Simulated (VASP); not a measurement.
**CaO: single point with PBE**

The system is CaO.

```
CELL_PARAMETERS angstrom
3.81236 0.00000 0.00000
-1.90618 3.30160 0.00000
0.00000 0.00000 5.16346
ATOMIC_POSITIONS crystal
Ca 0.33333 0.66667 0.75000
Ca 0.66667 0.33333 0.25000
O 0.33333 0.66667 0.25000
O 0.66667 0.33333 0.75000
```

```
Program                : VASP 6.6.1
Task                   : single point
Functional             : PBE
Potentials or basis    : VASP PAW PBE potentials, release 64 (Ca_sv, O)
Cutoff                 : 520 eV
k mesh                 : 9 × 9 × 6
Occupations            : gaussian, width 0.05 eV
Spin                   : no spin polarisation
Dipole correction      : no
Further INCAR settings : ALGO = Normal; EDIFF = 1e-06; NBANDS = 24
```

* Pressure: 5.0 GPa
* Band gap on the k mesh: 3.38 eV

Stress tensor (GPa, compression positive):
```
 9.87  0.00  0.00
 0.00  9.87  0.00
 0.00  0.00 -4.79
```

Levels at points of the mesh, in eV from the valence-band top:
```tsv
k point	band 12	band 13	band 14	band 15	band 16	band 17	band 18	band 19	band 20	band 21
(0.00, 0.00, 0.00)	-1.14	-1.14	-1.13	-1.13	0.00	3.38	6.67	6.67	7.19	7.78
(0.00, 0.00, 0.50)	-1.34	-1.19	-1.19	-1.19	-1.19	5.42	5.42	7.92	7.92	7.92
```

Run time: 54 s on 1 thread of Intel(R) Xeon(R) Platinum 8488C (Sapphire Rapids), with other jobs on the host, peak memory 0.21 GiB.

Caveat: the cell stands under pressure; an odd mesh through Γ misses points on the zone boundary, where band edges can lie.
